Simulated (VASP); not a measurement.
Input of a VASP 6.6.1 run:

Contents of INCAR:

```
SYSTEM = LiF
PREC = Accurate
ENCUT = 750
EDIFF = 1E-6
ISMEAR = 0
SIGMA = 0.01
LREAL = .FALSE.
LASPH = .TRUE.
NELM = 120
ALGO = Normal
ISIF = 2
LWAVE = .FALSE.
LCHARG = .TRUE.
GGA = PE
LELF = .TRUE.
LVHAR = .TRUE.
NBANDS = 12
GGA_COMPAT = .FALSE.
```

Contents of KPOINTS:

```
regular mesh
0
G
  10 10 10
  0 0 0
```

POSCAR

```
LiF
1.0
    0.0000000000      2.0417135738      2.0417135738
    2.0417135738      0.0000000000      2.0417135738
    2.0417135738      2.0417135738      0.0000000000
Li F
1 1
Direct
    0.0000000000      0.0000000000      0.0000000000
    0.5000000000      0.5000000000      0.5000000000
```

Potentials or basis: VASP PAW PBE potentials, release 64 (Li_sv, F).

Launch:

```console
$ cat potpaw_PBE.64/Li_sv/POTCAR potpaw_PBE.64/F/POTCAR > POTCAR
$ mpirun -np 1 vasp_std > vasp.out
```

Question: Predict the band gap on the k mesh.

Answer: 8.72 eV, direct.

Question: Estimate the pressure.

Answer: -1.5 GPa.

A k mesh can miss the band edges. As with any semilocal functional, this PBE gap is likely too small.
